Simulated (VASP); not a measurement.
# SiO2 (I-42d) in VASP: notebook, part 2 of 3

VASP 6.6.1.

## Step 3: Relaxation of shape and atoms at fixed volume, PBE (14.14 Å³/atom)

This run uses another cell than the first one, of 14.14 Å³/atom.

INCAR

```
SYSTEM = SiO2
PREC = Accurate ; ENCUT = 600
EDIFF = 1E-6 ; ISMEAR = 0
SIGMA = 0.02 ; LREAL = .False.
LASPH = .True. ; NELM = 80
ALGO = Normal ; ISIF = 4
LWAVE = .False. ; LCHARG = .False.
GGA = PE ; IBRION = 2
NSW = 50 ; EDIFFG = -0.01
```

KPOINTS

```
regular mesh
0
Gamma
  6 6 6
  0 0 0
```

POSCAR

```
SiO2
1.0
   -2.4190322059      2.4190322059      3.6254661007
    2.4190322059     -2.4190322059      3.6254661007
    2.4190322059      2.4190322059     -3.6254661007
Si O
2 4
Direct
    0.0000000000      0.0000000000      0.0000000000
    0.7500000000      0.2500000000      0.5000000000
    0.9883498847      0.6250000000      0.8633498847
    0.3750000000      0.2383498847      0.3633498847
    0.7616501153      0.1250000000      0.1366501153
    0.8750000000      0.0116501153      0.6366501153
```

Potentials or basis: VASP PAW PBE potentials, release 64 (Si, O).

Launch:

```sh
$ cat potpaw_PBE.64/Si/POTCAR potpaw_PBE.64/O/POTCAR > POTCAR
$ mpirun -np 1 vasp_std > vasp.out
```

OUTCAR:

```text
SYSTEM = SiO2
   PREC = Accurate
   ENCUT = 600
   EDIFF = 1E-6
   ISMEAR = 0
   LREAL = .False.
   LASPH = .True.
   NELM = 80
   ISIF = 4
   GGA = PE
   IBRION = 2
   NSW = 50
   EDIFFG = -0.01

 ion  position               nearest neighbor table
   1  0.000  0.000  0.000-   3 1.61   4 1.61   5 1.61   6 1.61   2 3.02   2 3.02   2 3.02   2 3.02

   2  0.750  0.250  0.500-   3 1.61   4 1.61   5 1.61   6 1.61   1 3.02   1 3.02   1 3.02   1 3.02

   3  0.988  0.625  0.863-   1 1.61   2 1.61
   4  0.375  0.238  0.363-   1 1.61   2 1.61
   5  0.762  0.125  0.137-   1 1.61   2 1.61
   6  0.875  0.012  0.637-   1 1.61   2 1.61

  LATTYP: Found a body centered tetragonal cell.
 ALAT       =     4.8380644118
 C/A-ratio  =     1.4987258507

  Lattice vectors:

 A1 = (  -2.4190322059,   2.4190322059,   3.6254661007)
 A2 = (   2.4190322059,  -2.4190322059,   3.6254661007)
 A3 = (   2.4190322059,   2.4190322059,  -3.6254661007)

Analysis of symmetry for initial positions (statically):
=====================================================================
 Subroutine PRICEL returns:
 Original cell was already a primitive cell.

 Routine SETGRP: Setting up the symmetry group for a
 body centered tetragonal supercell.

 Subroutine GETGRP returns: Found  8 space group operations
 (whereof  4 operations were pure point group operations)
 out of a pool of 16 trial point group operations.

The static configuration has the point symmetry S_4 .
 The point group associated with its full space group is D_2d.

Analysis of symmetry for dynamics (positions and initial velocities):
=====================================================================
 Subroutine PRICEL returns:
 Original cell was already a primitive cell.

 Routine SETGRP: Setting up the symmetry group for a
 body centered tetragonal supercell.

[... 137 lines left out ...]
   LORBIT       =      0    0 simple, 1 ext, 2 COOP (PROOUT), +10 PAW based schemes
   GGA     = PE    functional components
   LHFCALC =     F    Hartree Fock is set to
   AEXX    =    0.0000 exact exchange contribution
   IVDW    =     0    specifies the selected vdW correction
   LEPSILON=     F    determine dielectric tensor
   LRPA    =     F    only Hartree local field effects (RPA)
 conjugate gradient relaxation of ions
 non-spin polarized calculation
 Gauss-broadening in eV      SIGMA  =   0.02
  energy-cutoff  :      600.00
  volume of cell :       84.86
 maximum number of plane-waves:      2878
   NGX = 19   NGY = 19   NGZ = 19

--------------------------------------- Ionic step        1  -------------------------------------------

 number of electron      32.0000007 magnetization

 Free energy of the ion-electron system (eV)
  ---------------------------------------------------
  ext. energy  EPLUGINS =         0.00000000
  ---------------------------------------------------
  free energy    TOTEN  =       -47.38717180 eV

  energy without entropy =      -47.38717180  energy(sigma->0) =      -47.38717180

------------------------ aborting loop because EDIFF is reached ----------------------------------------

  FORCE on cell =-STRESS in cart. coord.  units (eV):
  Direction    XX          YY          ZZ          XY          YZ          ZX
  --------------------------------------------------------------------------------------
  -------------------------------------------------------------------------------------
  Total        3.8392801      3.8392801      3.8418323      0.0000000     -0.0000000      0.0000000
  in kB       72.4858497     72.4858497     72.5340361      0.0000000     -0.0000000      0.0000000
  external PRESSURE =      72.5019118 kB  Pullay stress =       0.0000000 kB
[... 187 lines left out ...]
--------------------------------------- Ionic step        6  -------------------------------------------

 number of electron      32.0000008 magnetization

 Free energy of the ion-electron system (eV)
  ---------------------------------------------------
  ext. energy  EPLUGINS =         0.00000000
  ---------------------------------------------------
  free energy    TOTEN  =       -47.42793915 eV

  energy without entropy =      -47.42793915  energy(sigma->0) =      -47.42793915

 E-fermi :  -0.0512     XC(G=0):  -8.5262

 val. band max:       -0.1945238779   @ k =   0.0000   0.0000   0.0000
 cond. band min:       5.8538388671   @ k =   0.0000   0.0000   0.0000
 fundamental gap:      6.0483627450
 Fermi energy:        -0.0512039499

 k-point     1 :       0.0000    0.0000    0.0000
  band No.  band energies     occupation
      1     -19.2391      2.00000
      2     -17.1542      2.00000
      3     -17.1542      2.00000
      4     -17.0770      2.00000
      5      -8.9095      2.00000
      6      -5.4447      2.00000
[... 541 lines left out ...]
     19       9.8419      0.00000
     20      10.0724      0.00000

 [... further k-points ...]

------------------------ aborting loop because EDIFF is reached ----------------------------------------

  FORCE on cell =-STRESS in cart. coord.  units (eV):
  Direction    XX          YY          ZZ          XY          YZ          ZX
  --------------------------------------------------------------------------------------
  -------------------------------------------------------------------------------------
  Total        1.3112969      1.3112969      1.3135950      0.0000000      0.0000000      0.0000000
  in kB       24.7573676     24.7573676     24.8007560      0.0000000      0.0000000      0.0000000
  external PRESSURE =      24.7718304 kB  Pullay stress =       0.0000000 kB
[... 21 lines left out ...]
  FREE ENERGIE OF THE ION-ELECTRON SYSTEM (eV)
  ---------------------------------------------------
  free  energy   TOTEN  =       -47.4279391517 eV

  energy  without entropy=      -47.4279391517  energy(sigma->0) =      -47.42793915

 reached required accuracy - stopping structural energy minimisation
```

Run time: 91 s. Hardware: 1 thread of Intel Xeon 6975P-C (Granite Rapids), shared host; peak memory 0.26 GiB.

Results:

* Free energy: -47.4279 eV
* Energy gained by relaxing: 6.8 meV/atom
* Ionic steps: 6
* Pressure after relaxing: 2.5 GPa
* Band gap on the k mesh: 6.05 eV

Forces on the atoms (eV/Å):
```
Si   0.000  0.000  0.000
Si   0.000  0.000  0.000
O    0.000  0.002  0.000
O    0.002  0.000  0.000
O    0.000 -0.002  0.000
O   -0.002  0.000  0.000
```

The path:
```
step  energy change (eV)  largest force (eV/Å)  pressure (GPa)  volume (Å³)
   1              0.0000                0.4026            7.25        84.86
   2             -0.0251                0.2435            5.37        84.86
   3             -0.0387                0.0170            2.49        84.86
   4             -0.0388                0.0011            2.67        84.86
   5             -0.0396                0.0013            2.62        84.86
   6             -0.0408                0.0022            2.48        84.86
```

Final structure:
```cif
data_structure
_symmetry_space_group_name_H-M 'P 1'
_symmetry_Int_Tables_number 1
_cell_length_a 5.0001
_cell_length_b 5.0001
_cell_length_c 5.0001
_cell_angle_alpha 122.457
_cell_angle_beta 122.457
_cell_angle_gamma 85.794
_cell_volume 84.86
loop_
_atom_site_label
_atom_site_type_symbol
_atom_site_fract_x
_atom_site_fract_y
_atom_site_fract_z
_atom_site_occupancy
Si1 Si 0.00000 0.00000 0.00000 1
Si2 Si 0.75000 0.25000 0.50000 1
O1 O 0.99860 0.62500 0.87360 1
O2 O 0.37500 0.24860 0.37360 1
O3 O 0.75140 0.12500 0.12640 1
O4 O 0.87500 0.00140 0.62640 1
```

Levels at points of the mesh, in eV from the valence-band top:
| k point | band 12 | band 13 | band 14 | band 15 | band 16 | band 17 | band 18 | band 19 | band 20 |
| --- | --- | --- | --- | --- | --- | --- | --- | --- | --- |
| (0.00, 0.00, 0.00) | -1.32 | -1.25 | -0.99 | 0.00 | 0.00 | 6.05 | 8.73 | 11.44 | 11.47 |
| (0.50, 0.00, 0.00) | -1.40 | -1.23 | -0.66 | -0.24 | -0.19 | 8.37 | 9.32 | 10.06 | 10.24 |
| (0.50, 0.50, 0.00) | -1.84 | -0.71 | -0.71 | -0.20 | -0.20 | 9.49 | 9.49 | 10.20 | 10.20 |
| (0.50, 0.50, 0.50) | -1.86 | -1.45 | -1.45 | -0.13 | -0.13 | 9.10 | 9.10 | 9.73 | 9.73 |

[end of part 2 of 3]
